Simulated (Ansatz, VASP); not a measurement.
HfBr in VASP and in Ansatz

```
Hf Br
1.0
     2.12626   -2.34594    0.00000
     2.12626    2.34594    0.00000
     0.00000    0.00000    5.35670
Hf Br
1 1
Cartesian
  0.0000 0.0000 2.6784
  2.1263 0.0000 0.0000
```

Alike in both runs: task relaxation of cell and atoms; functional PBE; k mesh 6 × 6 × 4; occupations gaussian, width 0.1 eV; no spin polarisation.

|  | VASP | Ansatz |
| --- | --- | --- |
| version | VASP 6.6.1 | Ansatz 0.2.0 |
| potentials or method | VASP PAW PBE potentials, release 64 (Hf_pv, Br), cutoff 600 eV | scalar-relativistic, plane waves, PAW |
| valence electrons in the cell | 17 | 33 |

```tsv
	VASP	Ansatz	Ansatz less VASP
gap on the k mesh at the Fermi level, each at its own relaxed structure (eV)	none	none	-
relaxed volume (Å³/atom)	22.50	22.62	+0.119
relaxed cell length with the largest relative difference (Å)	4.717	4.734	+0.0168
```

A gap of «none» marks a metal or a gap that the smearing closes. VASP's potentials hold 17 valence electrons a cell and Ansatz's 33, so a difference there can come from the potentials and not from the codes.

Neither program's run includes spin-orbit coupling. Noted on VASP's run: the volume moved by over 15 % at a fixed basis, so the end points are rough.
